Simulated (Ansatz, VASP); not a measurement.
**Rh in VASP and in Ansatz**

```
CELL_PARAMETERS angstrom
0.00000 1.90299 1.90299
1.90299 0.00000 1.90299
1.90299 1.90299 0.00000
ATOMIC_POSITIONS crystal
Rh 0.00000 0.00000 0.00000
```

Alike in both runs: task relaxation of cell and atoms; functional PBE; k mesh 17 × 17 × 17; occupations methfessel-paxton of order 1, width 0.1 eV; no spin polarisation.

|  | VASP | Ansatz |
| --- | --- | --- |
| version | VASP 6.6.1 | Ansatz 0.2.0 |
| potentials or method | VASP PAW PBE potentials, release 64 (Rh_pv), cutoff 500 eV | plane-wave PAW DFT |
| valence electrons in the cell | 15 | 17 |

Ansatz gave:

| Item | Value |
| --- | --- |
| relaxed volume (Å³/atom) | 14.04 |
| relaxed cell length with the largest relative difference (Å) | 2.708 |

Question: Which values does VASP return?

Answer: Relaxed volume (Å³/atom): 14.05; relaxed cell length with the largest relative difference (Å): 2.708.

VASP's potentials hold 15 valence electrons a cell and Ansatz's 17, so a difference there can come from the potentials and not from the codes.
